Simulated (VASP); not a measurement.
# Si2C (P4/mmm) in VASP: further runs

Si2C is run at these levels: PBE; tasks: single point, relaxation of cell and atoms.

Program: VASP 6.6.1. These are calculated values, not measurements. Logs are shortened: lines on timing, memory, paths and dates and some standing lists are left out, and cuts for length are marked.

**1. The cell of the first run**

It takes space group P4/mmm (No. 123, tetragonal). Conventional cell: a = 3.425 Å, b = 3.425 Å, c = 3.045 Å, α = 90.00°, β = 90.00°, γ = 90.00°. Within 3.1 Å of Si (site symmetry mmm) lie 4 C at 2.29 Å and 6 Si at 2.42 to 3.05 Å. Within 3.1 Å of C (site symmetry 4/mmm) lie 8 Si at 2.29 Å and 2 C at 3.05 Å.

The cell was built from a structure type or drawn by symmetry, and may not be a known phase.

**2. Single point, PBE**

INCAR

```
SYSTEM = Si2C
PREC = Accurate
ENCUT = 520
EDIFF = 1E-7
ISMEAR = 0
SIGMA = 0.1
LREAL = .False.
LASPH = .True.
NELM = 60
ALGO = Normal
ISIF = 2
LWAVE = .False.
LCHARG = .False.
GGA = PE
NBANDS = 13
```

KPOINTS

```
Automatic mesh
0
Gamma
  6 6 4
  0 0 0
```

POSCAR

```
Si2C
1.0
    3.4251503715      0.0000000000      0.0000000000
    0.0000000000      3.4251503715      0.0000000000
    0.0000000000      0.0000000000      3.0453421708
Si C
2 1
Direct
    0.5000000000      0.0000000000      0.5000000000
    0.0000000000      0.5000000000      0.5000000000
    0.0000000000      0.0000000000      0.0000000000
```

Potentials or basis: VASP PAW PBE potentials, release 64 (Si, C).

Started as:

```console
cat potpaw_PBE.64/Si/POTCAR potpaw_PBE.64/C/POTCAR > POTCAR
mpirun -np 1 vasp_std > vasp.out
```

OUTCAR:

```text
SYSTEM = Si2C
   PREC = Accurate
   ENCUT = 520
   EDIFF = 1E-7
   ISMEAR = 0
   LREAL = .False.
   LASPH = .True.
   NELM = 60
   ISIF = 2
   GGA = PE

 ion  position               nearest neighbor table
   1  0.500  0.000  0.500-   3 2.29   3 2.29   3 2.29   3 2.29   2 2.42   2 2.42   2 2.42   2 2.42

   2  0.000  0.500  0.500-   3 2.29   3 2.29   3 2.29   3 2.29   1 2.42   1 2.42   1 2.42   1 2.42

   3  0.000  0.000  0.000-   1 2.29   2 2.29   1 2.29   2 2.29   2 2.29   2 2.29   1 2.29   1 2.29

  LATTYP: Found a simple tetragonal cell.
 ALAT       =     3.4251503715
 C/A-ratio  =     0.8891119631

  Lattice vectors:

 A1 = (   3.4251503715,   0.0000000000,   0.0000000000)
 A2 = (   0.0000000000,   3.4251503715,   0.0000000000)
 A3 = (   0.0000000000,   0.0000000000,   3.0453421708)

Analysis of symmetry for initial positions (statically):
=====================================================================
 Subroutine PRICEL returns:
 Original cell was already a primitive cell.

 Routine SETGRP: Setting up the symmetry group for a
 simple tetragonal supercell.

 Subroutine GETGRP returns: Found 16 space group operations
 (whereof 16 operations were pure point group operations)
 out of a pool of 16 trial point group operations.

The static configuration has the point symmetry D_4h.

Analysis of symmetry for dynamics (positions and initial velocities):
=====================================================================
 Subroutine PRICEL returns:
 Original cell was already a primitive cell.

 Routine SETGRP: Setting up the symmetry group for a
 simple tetragonal supercell.

 Subroutine GETGRP returns: Found 16 space group operations
 (whereof 16 operations were pure point group operations)
 out of a pool of 16 trial point group operations.

The dynamic configuration has the point symmetry D_4h.

 Subroutine INISYM returns: Found 16 space group operations
 (whereof 16 operations are pure point group operations),
 and found     1 'primitive' translations

----------------------------------------------------------------------------------------

                                     Primitive cell

  volume of cell :      35.7269

  direct lattice vectors                    reciprocal lattice vectors
     3.425150372  0.000000000  0.000000000     0.291957985  0.000000000  0.000000000
     0.000000000  3.425150372  0.000000000     0.000000000  0.291957985  0.000000000
     0.000000000  0.000000000  3.045342171     0.000000000  0.000000000  0.328370326

  length of vectors
     3.425150372  3.425150372  3.045342171     0.291957985  0.291957985  0.328370326

  position of ions in fractional coordinates (direct lattice)
     0.500000000  0.000000000  0.500000000
     0.000000000  0.500000000  0.500000000
     0.000000000  0.000000000  0.000000000

  ion indices of the primitive-cell ions
   primitive index   ion index
                 1           1
                 2           2
                 3           3

----------------------------------------------------------------------------------------

 KPOINTS: Automatic mesh

Automatic generation of k-mesh.
 Grid dimensions read from file:
 generate k-points for:    6    6    4

 Generating k-lattice:

  Cartesian coordinates                     Fractional coordinates (reciprocal lattice)
     0.048659664  0.000000000  0.000000000     0.166666667  0.000000000  0.000000000
     0.000000000  0.048659664  0.000000000     0.000000000  0.166666667  0.000000000
     0.000000000  0.000000000  0.082092581     0.000000000  0.000000000  0.250000000

  Length of vectors
     0.048659664  0.048659664  0.082092581

  Shift w.r.t. Gamma in fractional coordinates (k-lattice)
     0.000000000  0.000000000  0.000000000

 Subroutine IBZKPT returns following result:
 ===========================================

 Found     30 irreducible k-points:

 Following reciprocal coordinates:
            Coordinates               Weight
  0.000000  0.000000  0.000000      1.000000
  0.166667  0.000000  0.000000      4.000000
  0.333333  0.000000  0.000000      4.000000
  0.500000  0.000000  0.000000      2.000000
  0.166667  0.166667  0.000000      4.000000
  0.333333  0.166667  0.000000      8.000000
[... 16 lines left out ...]
  0.333333  0.000000  0.500000      4.000000
  0.500000  0.000000  0.500000      2.000000
 [... further k-points ...]
   k-points           NKPTS =     30   k-points in BZ     NKDIM =     30   number of bands    NBANDS=     13
   number of dos      NEDOS =    301   number of ions     NIONS =      3
   total plane-waves  NPLWV =  18816
   dimension x,y,z NGX =    28 NGY =   28 NGZ =   24
   dimension x,y,z NGXF=    56 NGYF=   56 NGZF=   48
   ions per type =               2   1
   NGX,Y,Z   is equivalent  to a cutoff of  13.59, 13.59, 13.10 a.u.
   NGXF,Y,Z  is equivalent  to a cutoff of  27.18, 27.18, 26.20 a.u.
 SYSTEM =  Si2C
   PREC   = accura    normal or accurate (medium, high low for compatibility)
   ISTART =      0    job   : 0-new  1-cont  2-samecut
   ICHARG =      2    charge: 1-file 2-atom 10-const
   ISPIN  =      1    spin polarized calculation?
   LNONCOLLINEAR =      F non collinear calculations
   LSORBIT =      F    spin-orbit coupling
   LASPH  =      T    aspherical Exc in radial PAW
   ENCUT  =  520.0 eV  38.22 Ry    6.18 a.u.   6.37  6.37  5.66*2*pi/ulx,y,z
   NELM   =     60;   NELMIN=  2; NELMDL= -5     # of ELM steps
   EDIFF  = 0.1E-06   stopping-criterion for ELM
   LREAL  =      F    real-space projection
   EDIFFG = 0.1E-05   stopping-criterion for IOM
   NSW    =      0    number of steps for IOM
   IBRION =     -1    ionic relax: 0-MD 1-quasi-New 2-CG
   NFREE  =      0    steps in history (QN), initial steepest desc. (CG)
   ISIF   =      2    stress and relaxation
   ISYM   =      2    0-nonsym 1-usesym 2-fastsym
   POTIM  = 0.5000    time-step for ionic-motion
   TEBEG  =    0.0;   TEEND  =   0.0 temperature during run
   PSTRESS=    0.0 pullay stress
   NELECT =      12.0000    total number of electrons
   NUPDOWN=      -1.0000    fix difference up-down
   EMIN   =  10.00;   EMAX   =-10.00  energy-range for DOS
   EFERMI =   0.00;   METHOD = LEGACY
   ISMEAR =     0;   SIGMA  =   0.10  broadening in eV -4-tet -1-fermi 0-gaus
   EFERMI_NEDOS =   21; number of points for ismear=-14 and -15
   IALGO  =     38    algorithm
   IMIX   =      4    mixing-type and parameters
     AMIX     =   0.40;   BMIX     =  1.00
     AMIX_MAG =   1.60;   BMIX_MAG =  1.00
  volume/ion in A,a.u.               =      11.91        80.37
  Fermi-wavevector in a.u.,A,eV,Ry     =   1.137986  2.150481 17.619699  1.295011
  Thomas-Fermi vector in A             =   2.274690
   LORBIT       =      0    0 simple, 1 ext, 2 COOP (PROOUT), +10 PAW based schemes
   GGA     = PE    functional components
   LHFCALC =     F    Hartree Fock is set to
   AEXX    =    0.0000 exact exchange contribution
   IVDW    =     0    specifies the selected vdW correction
   LEPSILON=     F    determine dielectric tensor
   LRPA    =     F    only Hartree local field effects (RPA)
 non-spin polarized calculation
 Gauss-broadening in eV      SIGMA  =   0.10
  energy-cutoff  :      520.00
  volume of cell :       35.73
 maximum number of plane-waves:       976
 NGX is ok and might be reduce to    28
   NGX = 13   NGY = 13   NGZ = 11

 number of electron      12.0000000 magnetization

 Free energy of the ion-electron system (eV)
  ---------------------------------------------------
  ext. energy  EPLUGINS =         0.00000000
  ---------------------------------------------------
  free energy    TOTEN  =       -16.39844323 eV

  energy without entropy =      -16.39538652  energy(sigma->0) =      -16.39691488

 E-fermi :   9.5638     XC(G=0): -11.3338

 val. band max:        9.3617175592   @ k =   0.1667   0.0000   0.0000
 cond. band min:       9.5864051516   @ k =   0.1667   0.0000   0.2500
 fundamental gap:      0.2246875924
 Fermi energy:         9.5638463615

 k-point     1 :       0.0000    0.0000    0.0000
  band No.  band energies     occupation
      1      -6.4815      2.00000
      2       4.3539      2.00000
      3       4.3539      2.00000
      4       4.8838      2.00000
      5       6.2476      2.00000
      6       7.6617      2.00000
      7      11.7769      0.00000
      8      13.6002      0.00000
      9      13.6002      0.00000
     10      16.9510      0.00000
     11      17.0753      0.00000
     12      18.7105      0.00000
     13      19.0857      0.00000

 k-point     2 :       0.1667    0.0000    0.0000
  band No.  band energies     occupation
      1      -6.1986      2.00000
      2       1.9467      2.00000
      3       4.5777      2.00000
      4       5.9315      2.00000
      5       6.4334      2.00000
      6       9.3617      1.99574
      7      12.1658      0.00000
      8      12.4721      0.00000
      9      12.8752      0.00000
     10      15.6825      0.00000
     11      16.8710      0.00000
     12      18.0567      0.00000
     13      18.7627      0.00000

 k-point     3 :       0.3333    0.0000    0.0000
  band No.  band energies     occupation
      1      -5.4318      2.00000
      2      -0.5214      2.00000
      3       5.1430      2.00000
      4       6.8138      2.00000
      5       6.8763      2.00000
      6      10.4082      0.00000
      7      10.6270      0.00000
      8      11.3592      0.00000
      9      13.7186      0.00000
     10      15.2900      0.00000
     11      16.8798      0.00000
     12      17.1598      0.00000
     13      18.1938      0.00000
[... 305 lines left out ...]
 k-point    23 :       0.3333    0.0000    0.5000
  band No.  band energies     occupation
      1      -2.0888      2.00000
      2      -1.7859      2.00000
      3       2.6810      2.00000
      4       3.7248      2.00000
      5       7.7956      2.00000
      6       9.2325      2.00000
      7      10.9274      0.00000
      8      11.6529      0.00000
      9      12.9801      0.00000
     10      15.4162      0.00000
     11      15.5502      0.00000
     12      17.6070      0.00000
     13      18.2926      0.00000

 k-point    24 :       0.5000    0.0000    0.5000
  band No.  band energies     occupation
      1      -1.7357      2.00000
      2      -0.9009      2.00000
      3       1.1833      2.00000
      4       2.8350      2.00000
      5       7.9378      2.00000
      6      10.3853      0.00000
      7      11.2190      0.00000
      8      11.5353      0.00000
      9      11.9892      0.00000
     10      14.6384      0.00000
     11      15.6866      0.00000
     12      17.6227      0.00000
     13      19.3989      0.00000

 [... further k-points ...]

------------------------ aborting loop because EDIFF is reached ----------------------------------------

  FORCE on cell =-STRESS in cart. coord.  units (eV):
  Direction    XX          YY          ZZ          XY          YZ          ZX
  --------------------------------------------------------------------------------------
  -------------------------------------------------------------------------------------
  Total        0.0026969      0.0026969      0.0383879      0.0000000     -0.0000000     -0.0000000
  in kB        0.1209444      0.1209444      1.7215091      0.0000000     -0.0000000     -0.0000000
  external PRESSURE =       0.6544660 kB  Pullay stress =       0.0000000 kB

 VOLUME and BASIS-vectors are now :
 -----------------------------------------------------------------------------
  energy-cutoff  :      520.00
  volume of cell :       35.73
      direct lattice vectors                 reciprocal lattice vectors
     3.425150372  0.000000000  0.000000000     0.291957985  0.000000000  0.000000000
     0.000000000  3.425150372  0.000000000     0.000000000  0.291957985  0.000000000
     0.000000000  0.000000000  3.045342171     0.000000000  0.000000000  0.328370326

 POSITION                                       TOTAL-FORCE (eV/Angst)
 -----------------------------------------------------------------------------------
      1.71258      0.00000      1.52267         0.000000      0.000000      0.000000
      0.00000      1.71258      1.52267         0.000000      0.000000      0.000000
      0.00000      0.00000      0.00000         0.000000      0.000000      0.000000
 -----------------------------------------------------------------------------------
    total drift:                               -0.000000     -0.000000      0.000000

  FREE ENERGIE OF THE ION-ELECTRON SYSTEM (eV)
  ---------------------------------------------------
  free  energy   TOTEN  =       -16.3984432346 eV

  energy  without entropy=      -16.3953865208  energy(sigma->0) =      -16.39691488
```

Wall time 5.2 s (1 thread of Intel Xeon 6975P-C (Granite Rapids), shared host); peak memory 0.14 GiB.

Results:

```
Free energy            : -16.3984 eV
Pressure               : 0.1 GPa
Band gap on the k mesh : zero (bands 6 and 7 overlap by 7.02 eV)
```

Caveat: the k points lie up to 0.52 Å⁻¹ apart, too coarse for converged energies and pressures of a metal.

**3. Single point, PBE**

This run uses another cell than the first one, of 11.81 Å³/atom.

INCAR

```
SYSTEM = Si2C
  PREC = Accurate
  ENCUT = 520
  EDIFF = 1E-7
  ISMEAR = 0
  SIGMA = 0.1
  LREAL = .False.
  LASPH = .True.
  NELM = 80
  ALGO = Normal
  ISIF = 2
  LWAVE = .False.
  LCHARG = .False.
  GGA = PE
  NBANDS = 13
```

KPOINTS

```
Automatic mesh
0
Gamma
  6 6 6
  0 0 0
```

POSCAR

```
Si2C
1.0
    3.4877465956      0.0000000000      0.0000000000
    0.0000000000      3.4877465956      0.0000000000
    0.0000000000      0.0000000000      2.9126673061
Si C
2 1
Direct
    0.5000000000      0.0000000000      0.5000000000
    0.0000000000      0.5000000000      0.5000000000
    0.0000000000      0.0000000000      0.0000000000
```

Potentials or basis: VASP PAW PBE potentials, release 64 (Si, C).

Started as:

```console
cat potpaw_PBE.64/Si/POTCAR potpaw_PBE.64/C/POTCAR > POTCAR
mpirun -np 1 vasp_std > vasp.out
```

Run time: 7.2 s. Hardware: 1 thread of Intel Xeon 6975P-C (Granite Rapids), shared host; peak memory 0.14 GiB.

Results (log left out):

```yaml
Free_energy: -16.3587 eV
Pressure: -0.1 GPa
Band_gap_on_the_k_mesh: zero (bands 6 and 7 overlap by 7.76 eV)
```

Levels at points of the mesh, in eV from the Fermi level:
```
           k point  band 4  band 5  band 6  band 7  band 8  band 9
(0.00, 0.00, 0.00)   -5.00   -3.12   -2.89    2.62    3.60    3.60
(0.50, 0.00, 0.00)   -2.63   -2.14   -0.66   -0.54    2.65    3.99
(0.50, 0.50, 0.00)   -7.04   -1.48    2.82    3.55    3.55    5.17
(0.00, 0.00, 0.50)   -2.81   -1.79   -1.79   -1.26    0.45    0.51
(0.50, 0.00, 0.50)   -7.28   -2.32    0.44    1.35    1.40    1.40
(0.50, 0.50, 0.50)   -6.47   -6.04   -6.04   -4.94    0.48    7.76
```

(Part 1 of 2 ends here.)
